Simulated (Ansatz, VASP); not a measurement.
This is a calculation of SnTe for Ansatz 0.2.0.

The input input.yaml:

```yaml
crystal:
  lattice:
    - [0.0, 3.15085, 3.15085]
    - [3.15085, 0.0, 3.15085]
    - [3.15085, 3.15085, 0.0]
  atoms:
    - { symbol: Te, position: [0.5, 0.5, 0.5] }
    - { symbol: Sn, position: [0.0, 0.0, 0.0] }
hamiltonian:
  xc: revpbe
  pseudopotentials: { kind: paw }
  dispersion: d3bj
kpoints:
  mp_grid: { grid: [7, 7, 7] }
scf:
  occupations: { method: fermi_dirac, width: 0.05 }
output:
  forces: true
  stress: true
  eigenvalues: true
```

Potentials or basis: Ansatz PAW.

Command:

```console
$ ansatz run input.yaml --threads 2 --pin off --max-ram 5120MiB --backend cpu --events-out ev --progress --plain --runs-dir out
```

Set up the same calculation for VASP 6.6.1. Potentials there: VASP PAW PBE potentials, release 64 (Te, Sn_d).

As run (the cutoff follows the program's own potentials):

Contents of INCAR:

```
PREC = Accurate
ENCUT = 520
EDIFF = 1E-6
ISMEAR = -1
SIGMA = 0.05
LREAL = F
LASPH = T
NELM = 100
ALGO = Normal
ISIF = 2
LWAVE = F
LCHARG = F
GGA = RE
IVDW = 12
NBANDS = 17
```

The input KPOINTS:

```
Automatic mesh
0
Gamma
  7 7 7
```

POSCAR

```
SnTe
1.0
    0.0000000000      3.1508500000      3.1508500000
    3.1508500000      0.0000000000      3.1508500000
    3.1508500000      3.1508500000      0.0000000000
Te Sn
1 1
Direct
    0.5000000000      0.5000000000      0.5000000000
    0.0000000000      0.0000000000      0.0000000000
```

Potentials or basis: VASP PAW PBE potentials, release 64 (Te, Sn_d).

Run with:

```sh
$ cat potpaw_PBE.64/Te/POTCAR potpaw_PBE.64/Sn_d/POTCAR > POTCAR
$ mpirun -np 1 vasp_std > vasp.out
```

Both were run:

|  | VASP | Ansatz | Ansatz less VASP |
| --- | --- | --- | --- |
| pressure (GPa) | -0.8 | -0.7 | +0.04 |

VASP's potentials were made for PBE, not for revPBE. VASP's potentials hold 20 valence electrons a cell and Ansatz's 30, so a difference there can come from the potentials and not from the codes.

Neither program's run includes spin-orbit coupling.
